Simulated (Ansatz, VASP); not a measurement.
# Two plane-wave programs on CaO

```
Ca O
1.0
     0.00000    2.41537    2.41537
     2.41537    0.00000    2.41537
     2.41537    2.41537    0.00000
Ca O
1 1
Direct
  0.00000 0.00000 0.00000
  0.50000 0.50000 0.50000
```

Alike in both runs: functional PBE; k mesh 8 × 8 × 8; occupations gaussian, width 0.02 eV; no spin polarisation.

Ansatz relaxed the structure, and its values are those at the end. VASP's run is a single point on that final structure, the one shown.

|  | VASP | Ansatz |
| --- | --- | --- |
| version | VASP 6.6.1 | Ansatz 0.2.0 |
| potentials or method | VASP PAW PBE potentials, release 64 (Ca_sv, O), cutoff 600 eV | scalar-relativistic, plane waves, PAW |
| valence electrons in the cell | 16 | 16 |

```tsv
	VASP	Ansatz	Ansatz less VASP
gap on the k mesh at the Fermi level (eV)	3.64	3.66	+0.018
least direct gap on the mesh (eV)	4.02	4.03	+0.017
pressure (GPa)	0.4	0.0	-0.44
```

With one functional, cell and mesh, what is left measures potentials, basis and numerics.
